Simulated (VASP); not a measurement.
# HC19O in VASP: single point with PBEsol

Aim: the single point of HC19O with PBEsol.

All numbers are computed with VASP 6.6.1; they aren't measurements. Logs are shortened: lines on timing, memory, paths and dates and some standing lists are left out, and cuts for length are marked.

## Step 1: The cell of the first run

The cell holds a slab with vacuum, 21 atoms: a = 7.398 Å, b = 7.398 Å, c = 11.000 Å, α = 90.00°, β = 90.00°, γ = 120.00°.

## Step 2: Single point, PBEsol, collinear spin

INCAR reads:

```
PREC = Accurate
ENCUT = 520
EDIFF = 1E-6
ISMEAR = -1
SIGMA = 0.05
LREAL = Auto
LASPH = True
NELM = 150
ALGO = Normal
ISIF = 2
LWAVE = False
LCHARG = True
ISPIN = 2
MAGMOM = 0 0 0 0 0 0 0 0 0 0 0 0 0 0 0 0 0 0 1 0 0
LORBIT = 11
GGA = PS
LELF = True
LVHAR = True
NBANDS = 62
```

KPOINTS reads:

```
regular mesh
0
Gamma
  2 2 1
```

POSCAR reads:

```
HC19O
1.0
    7.3980000000      0.0000000000      0.0000000000
   -3.6990000000      6.4068560000      0.0000000000
    0.0000000000      0.0000000000     11.0000000000
C H O
19 1 1
Direct
    0.0025756171      0.0136626093      0.0865017128
    0.2232086527      0.1213969641      0.0884079959
    0.0041785714      0.3488770590      0.0869144614
    0.2242580320      0.4606740077      0.0888517107
    0.0034590831      0.6814015580      0.0837669505
    0.2251939714      0.7917378245      0.0843320031
    0.3359042268      0.0131406474      0.0866787549
    0.5590451813      0.1258298253      0.0884142631
    0.3370374472      0.3478785894      0.1055903693
    0.5632959340      0.4616225094      0.0886078486
    0.3360857510      0.6807593414      0.0866915717
    0.5589523712      0.7923025336      0.0877426302
    0.6701815148      0.0146963717      0.0881040460
    0.8926285689      0.1259355558      0.0879312787
    0.6715958370      0.3490648813      0.0869834983
    0.8931184936      0.4597337580      0.0845848182
    0.6710736631      0.6821358551      0.0865595163
    0.8925982111      0.7922001655      0.0843181764
    0.3524961622      0.3177526182      0.2611930067
    0.4469196365      0.2403480590      0.2753945030
    0.2735041735      0.3735334663      0.3342491842
```

Potentials or basis: VASP PAW PBE potentials, release 64 (C, H, O).

On the command line:

```bash
cat potpaw_PBE.64/C/POTCAR potpaw_PBE.64/H/POTCAR potpaw_PBE.64/O/POTCAR > POTCAR
mpirun -np 1 vasp_std > vasp.out
```

OUTCAR:

```text
PREC = Accurate
   ENCUT = 520
   EDIFF = 1E-6
   ISMEAR = -1
   LREAL = Auto
   LASPH = True
   NELM = 150
   ISIF = 2
   ISPIN = 2
   LORBIT = 11
   GGA = PS

 ion  position               nearest neighbor table
   1  0.003  0.014  0.087-   2 1.41  18 1.42  14 1.42
   2  0.223  0.121  0.088-   1 1.41   7 1.42   9 1.46
   3  0.004  0.349  0.087-   4 1.41  16 1.42  14 1.43
   4  0.224  0.461  0.089-   3 1.41  11 1.41   9 1.46
   5  0.003  0.681  0.084-  18 1.42  16 1.42   6 1.42
   6  0.225  0.792  0.084-   7 1.42   5 1.42  11 1.42
   7  0.336  0.013  0.087-   2 1.42   6 1.42   8 1.43
   8  0.559  0.126  0.088-  13 1.42   7 1.43  15 1.43
   9  0.337  0.348  0.106-   4 1.46  10 1.46   2 1.46  19 1.74
  10  0.563  0.462  0.089-  17 1.41  15 1.42   9 1.46
  11  0.336  0.681  0.087-   4 1.41   6 1.42  12 1.43
  12  0.559  0.792  0.088-  17 1.42  13 1.42  11 1.43
  13  0.670  0.015  0.088-   8 1.42  12 1.42  14 1.43
  14  0.893  0.126  0.088-   1 1.42  13 1.43   3 1.43
  15  0.672  0.349  0.087-  10 1.42  16 1.42   8 1.43
  16  0.893  0.460  0.085-  15 1.42   5 1.42   3 1.42
  17  0.671  0.682  0.087-  10 1.41  18 1.42  12 1.42
  18  0.893  0.792  0.084-   1 1.42  17 1.42   5 1.42
  19  0.352  0.318  0.261-  20 1.11  21 1.18   9 1.74
  20  0.447  0.240  0.275-  19 1.11
  21  0.274  0.374  0.334-  19 1.18

  LATTYP: Found a hexagonal cell.
 ALAT       =     7.3980000000
 C/A-ratio  =     1.4868883482

  Lattice vectors:

 A1 = (   7.3980000000,   0.0000000000,   0.0000000000)
 A2 = (  -3.6990000000,   6.4068560000,   0.0000000000)
 A3 = (   0.0000000000,   0.0000000000,  11.0000000000)

Analysis of symmetry for initial positions (statically):
=====================================================================
 Subroutine PRICEL returns:
 Original cell was already a primitive cell.

 Routine SETGRP: Setting up the symmetry group for a
 hexagonal supercell.

 Subroutine GETGRP returns: Found  1 space group operations
 (whereof  1 operations were pure point group operations)
 out of a pool of 24 trial point group operations.

The static configuration has the point symmetry C_1 .

Analysis of symmetry for dynamics (positions and initial velocities):
=====================================================================
 Subroutine PRICEL returns:
 Original cell was already a primitive cell.

 Routine SETGRP: Setting up the symmetry group for a
 hexagonal supercell.

 Subroutine GETGRP returns: Found  1 space group operations
 (whereof  1 operations were pure point group operations)
 out of a pool of 24 trial point group operations.

The dynamic configuration has the point symmetry C_1 .

Analysis of structural, dynamic, and magnetic symmetry:
=====================================================================
 Subroutine PRICEL returns:
 Original cell was already a primitive cell.

 Routine SETGRP: Setting up the symmetry group for a
 hexagonal supercell.

 Subroutine GETGRP returns: Found  1 space group operations
 (whereof  1 operations were pure point group operations)
 out of a pool of 24 trial point group operations.

The overall configuration has the point symmetry C_1 .

 Subroutine INISYM returns: Found  1 space group operations
 (whereof  1 operations are pure point group operations),
 and found     1 'primitive' translations

----------------------------------------------------------------------------------------

                                     Primitive cell

  volume of cell :     521.3771

  direct lattice vectors                    reciprocal lattice vectors
     7.398000000  0.000000000  0.000000000     0.135171668  0.078041398  0.000000000
    -3.699000000  6.406856000  0.000000000     0.000000000  0.156082796  0.000000000
     0.000000000  0.000000000 11.000000000     0.000000000  0.000000000  0.090909091

  length of vectors
     7.398000000  7.398000054 11.000000000     0.156082797  0.156082796  0.090909091

  position of ions in fractional coordinates (direct lattice)
     0.002575617  0.013662609  0.086501713
     0.223208653  0.121396964  0.088407996
     0.004178571  0.348877059  0.086914461
     0.224258032  0.460674008  0.088851711
     0.003459083  0.681401558  0.083766950
     0.225193971  0.791737824  0.084332003
[... 13 lines left out ...]
     0.446919636  0.240348059  0.275394503
     0.273504174  0.373533466  0.334249184

  ion indices of the primitive-cell ions
   primitive index   ion index
                 1           1
                 2           2
                 3           3
                 4           4
                 5           5
                 6           6
[... 13 lines left out ...]
                20          20
                21          21

----------------------------------------------------------------------------------------

 KPOINTS: regular mesh

Automatic generation of k-mesh.
 Grid dimensions read from file:
 generate k-points for:    2    2    1

 Generating k-lattice:

  Cartesian coordinates                     Fractional coordinates (reciprocal lattice)
     0.067585834  0.039020699  0.000000000     0.500000000 -0.000000000  0.000000000
     0.000000000  0.078041398  0.000000000     0.000000000  0.500000000  0.000000000
     0.000000000  0.000000000  0.090909091     0.000000000  0.000000000  1.000000000

  Length of vectors
     0.078041399  0.078041398  0.090909091

  Shift w.r.t. Gamma in fractional coordinates (k-lattice)
     0.000000000  0.000000000  0.000000000

 Subroutine IBZKPT returns following result:
 ===========================================

 Found      4 irreducible k-points:

 Following reciprocal coordinates:
            Coordinates               Weight
  0.000000  0.000000  0.000000      1.000000
  0.500000 -0.000000  0.000000      1.000000
  0.000000  0.500000  0.000000      1.000000
  0.500000  0.500000  0.000000      1.000000
   k-points           NKPTS =      4   k-points in BZ     NKDIM =      4   number of bands    NBANDS=     62
   number of dos      NEDOS =    301   number of ions     NIONS =     21
   total plane-waves  NPLWV = 263424
   dimension x,y,z NGX =    56 NGY =   56 NGZ =   84
   dimension x,y,z NGXF=   112 NGYF=  112 NGZF=  168
   ions per type =              19   1   1
   NGX,Y,Z   is equivalent  to a cutoff of  12.58, 12.58, 12.70 a.u.
   NGXF,Y,Z  is equivalent  to a cutoff of  25.17, 25.17, 25.39 a.u.
 SYSTEM =  unknown system
   PREC   = accura    normal or accurate (medium, high low for compatibility)
   ISTART =      0    job   : 0-new  1-cont  2-samecut
   ICHARG =      2    charge: 1-file 2-atom 10-const
   ISPIN  =      2    spin polarized calculation?
   LNONCOLLINEAR =      F non collinear calculations
   LSORBIT =      F    spin-orbit coupling
   LASPH  =      T    aspherical Exc in radial PAW
   ENCUT  =  520.0 eV  38.22 Ry    6.18 a.u.  13.76 13.76 20.45*2*pi/ulx,y,z
   NELM   =    150;   NELMIN=  2; NELMDL= -5     # of ELM steps
   EDIFF  = 0.1E-05   stopping-criterion for ELM
   LREAL  =      T    real-space projection
   EDIFFG = 0.1E-04   stopping-criterion for IOM
   NSW    =      0    number of steps for IOM
   IBRION =     -1    ionic relax: 0-MD 1-quasi-New 2-CG
   NFREE  =      0    steps in history (QN), initial steepest desc. (CG)
   ISIF   =      2    stress and relaxation
   ISYM   =      2    0-nonsym 1-usesym 2-fastsym
   POTIM  = 0.5000    time-step for ionic-motion
   TEBEG  =    0.0;   TEEND  =   0.0 temperature during run
   PSTRESS=    0.0 pullay stress
   NELECT =      83.0000    total number of electrons
   NUPDOWN=      -1.0000    fix difference up-down
   EMIN   =  10.00;   EMAX   =-10.00  energy-range for DOS
   EFERMI =   0.00;   METHOD = LEGACY
   ISMEAR =    -1;   SIGMA  =   0.05  broadening in eV -4-tet -1-fermi 0-gaus
   EFERMI_NEDOS =   21; number of points for ismear=-14 and -15
   IALGO  =     38    algorithm
   IMIX   =      4    mixing-type and parameters
     AMIX     =   0.40;   BMIX     =  1.00
     AMIX_MAG =   1.60;   BMIX_MAG =  1.00
  volume/ion in A,a.u.               =      24.83       167.54
  Fermi-wavevector in a.u.,A,eV,Ry     =   0.887259  1.676676 10.710884  0.787228
  Thomas-Fermi vector in A             =   2.008533
   LORBIT       =     11    0 simple, 1 ext, 2 COOP (PROOUT), +10 PAW based schemes
   GGA     = PS    functional components
   LHFCALC =     F    Hartree Fock is set to
   AEXX    =    0.0000 exact exchange contribution
   IVDW    =     0    specifies the selected vdW correction
   LEPSILON=     F    determine dielectric tensor
   LRPA    =     F    only Hartree local field effects (RPA)
 spin polarized calculation
  energy-cutoff  :      520.00
  volume of cell :      521.38
 maximum number of plane-waves:     14099
 NGX is ok and might be reduce to    56
   NGX = 27   NGY = 27   NGZ = 41

 number of electron      82.9999999 magnetization      -0.0000078

 number of electron      82.9999999 magnetization       0.0000055

 Free energy of the ion-electron system (eV)
  ---------------------------------------------------
  ext. energy  EPLUGINS =         0.00000000
  ---------------------------------------------------
  free energy    TOTEN  =      -191.03577551 eV

  energy without entropy =     -191.01647835  energy(sigma->0) =     -191.02612693

 E-fermi :  -1.1662     XC(G=0):  -4.4155

 val. band max:       -1.2998025089   @ k =   0.0000   0.0000   0.0000
 cond. band min:      -1.0188046763   @ k =   0.5000  -0.0000   0.0000
 fundamental gap:      0.2809978327
 Fermi energy:        -1.1661519305

 spin component 1

 k-point     1 :       0.0000    0.0000    0.0000
  band No.  band energies     occupation
      1     -24.8737      1.00000
      2     -20.9048      1.00000
      3     -18.6769      1.00000
      4     -18.3398      1.00000
      5     -18.2683      1.00000
      6     -18.1912      1.00000
[... 45 lines left out ...]
     52       3.7007      0.00000
     53       4.1843      0.00000
[... 166 lines left out ...]
     52       4.1951      0.00000
     53       4.6504      0.00000
 Fermi energy:        -1.1661519305

 spin component 2

 k-point     1 :       0.0000    0.0000    0.0000
  band No.  band energies     occupation
      1     -24.8737      1.00000
      2     -20.9048      1.00000
      3     -18.6769      1.00000
      4     -18.3398      1.00000
      5     -18.2683      1.00000
      6     -18.1912      1.00000
[... 45 lines left out ...]
     52       3.7007      0.00000
     53       4.1851      0.00000
[... 166 lines left out ...]
     52       4.1951      0.00000
     53       4.6506      0.00000
 [bands above 53 left out]

------------------------ aborting loop because EDIFF is reached ----------------------------------------

  FORCE on cell =-STRESS in cart. coord.  units (eV):
  Direction    XX          YY          ZZ          XY          YZ          ZX
  --------------------------------------------------------------------------------------
  -------------------------------------------------------------------------------------
  Total        0.6200333      0.9750032      0.2130532      0.3118103      0.1713433     -0.3670462
  in kB        1.9053450      2.9961577      0.6547066      0.9581843      0.5265331     -1.1279228
  external PRESSURE =       1.8520698 kB  Pullay stress =       0.0000000 kB

 VOLUME and BASIS-vectors are now :
 -----------------------------------------------------------------------------
  energy-cutoff  :      520.00
  volume of cell :      521.38
      direct lattice vectors                 reciprocal lattice vectors
     7.398000000  0.000000000  0.000000000     0.135171668  0.078041398  0.000000000
    -3.699000000  6.406856000  0.000000000     0.000000000  0.156082796  0.000000000
     0.000000000  0.000000000 11.000000000     0.000000000  0.000000000  0.090909091

 POSITION                                       TOTAL-FORCE (eV/Angst)
 -----------------------------------------------------------------------------------
     -0.03148      0.08753      0.95152        -0.003245      0.002943     -0.001526
      1.20225      0.77777      0.97249        -0.000791      0.006340     -0.001904
     -1.25958      2.23521      0.95606         0.000084     -0.003158     -0.001661
     -0.04497      2.95147      0.97737         0.002633     -0.002111     -0.004906
     -2.49491      4.36564      0.92144         0.003773      0.002561     -0.002977
     -1.26265      5.07255      0.92765         0.007738     -0.003521     -0.002405
[... 13 lines left out ...]
      2.41726      1.53988      3.02934         0.011886     -0.006958     -0.000221
      0.64168      2.39318      3.67674        -0.471511      0.215434      0.476500
 -----------------------------------------------------------------------------------
    total drift:                               -0.007563      0.016168     -0.000223

  FREE ENERGIE OF THE ION-ELECTRON SYSTEM (eV)
  ---------------------------------------------------
  free  energy   TOTEN  =      -191.0357755127 eV

  energy  without entropy=     -191.0164783514  energy(sigma->0) =     -191.02612693

 total charge

# of ion       s       p       d       tot
------------------------------------------
    1        0.857   1.799   0.000   2.656
    2        0.861   1.768   0.000   2.629
    3        0.857   1.793   0.000   2.650
    4        0.857   1.786   0.000   2.644
    5        0.860   1.785   0.000   2.645
    6        0.857   1.795   0.000   2.653
[... 13 lines left out ...]
   20        0.607   0.045   0.000   0.652
   21        1.601   3.526   0.000   5.126
--------------------------------------------------
tot         18.534  37.360   0.000  55.894

 magnetization (x)

# of ion       s       p       d       tot
------------------------------------------
    1        0.000   0.000   0.000   0.000
    2        0.000  -0.000   0.000  -0.000
    3       -0.000   0.000   0.000   0.000
    4        0.000  -0.000   0.000  -0.000
    5       -0.000   0.000   0.000  -0.000
    6       -0.000  -0.000   0.000  -0.000
[... 13 lines left out ...]
   20        0.000  -0.000   0.000   0.000
   21       -0.000   0.000   0.000   0.000
--------------------------------------------------
tot         -0.000   0.000   0.000  -0.000
```

Wall time 7.2 min (1 thread of Intel Xeon Platinum 8488C (Sapphire Rapids), shared host); peak memory 0.82 GiB.

What came out:

| Property | Result |
| --- | --- |
| Free energy | -191.0358 eV |
| Largest force | 0.704 eV/Å |
| Net moment | 0.00 μB per cell |
| Valence electrons inside the program's atomic spheres | C 2.66, 2.63, 2.65, 2.64, 2.61, 2.55; H 0.65; O 5.13 |

Forces on the atoms (eV/Å):
```
C   -0.003  0.003 -0.002
C   -0.001  0.006 -0.002
C    0.000 -0.003 -0.002
C    0.003 -0.002 -0.005
C    0.004  0.003 -0.003
C    0.008 -0.004 -0.002
C    0.002 -0.002  0.002
C   -0.003  0.002  0.001
C    0.004  0.008  0.009
C   -0.007  0.007 -0.001
C   -0.002 -0.002 -0.001
C    0.008 -0.005 -0.002
C   -0.001  0.001  0.001
C    0.002  0.003  0.008
C   -0.006 -0.001 -0.001
C   -0.001 -0.005 -0.003
C   -0.001 -0.003  0.003
C   -0.004 -0.006  0.005
C    0.460 -0.208 -0.484
H    0.012 -0.007  0.000
O   -0.472  0.215  0.476
```

Levels at points of the mesh, in eV from the Fermi level:
Spin up:
```tsv
k point	band 38	band 39	band 40	band 41	band 42	band 43	band 44	band 45
(0.00, 0.00, 0.00)	-3.17	-3.16	-1.50	-0.45	-0.17	-0.13	1.79	2.19
(0.50, 0.00, 0.00)	-2.95	-2.77	-2.69	-2.54	0.15	1.18	1.87	2.32
(0.00, 0.50, 0.00)	-2.96	-2.78	-2.71	-2.53	0.16	1.13	1.91	2.32
(0.50, 0.50, 0.00)	-2.96	-2.78	-2.75	-2.53	0.26	1.21	1.72	2.37
```
Spin down:
```tsv
k point	band 37	band 38	band 39	band 40	band 41	band 42	band 43	band 44	band 45	band 46
(0.00, 0.00, 0.00)	-3.64	-3.17	-3.16	-1.50	-0.45	-0.17	-0.13	1.79	2.19	3.25
(0.50, 0.00, 0.00)	-3.23	-2.95	-2.77	-2.69	-2.54	0.15	1.18	1.87	2.32	2.41
(0.00, 0.50, 0.00)	-3.21	-2.96	-2.78	-2.71	-2.53	0.16	1.13	1.91	2.32	2.41
(0.50, 0.50, 0.00)	-3.23	-2.96	-2.78	-2.75	-2.53	0.26	1.21	1.72	2.37	2.37
```

Caveat: the k points lie up to 0.49 Å⁻¹ apart; the PAW data sets were made with another functional, which shifts forces and pressure a little.
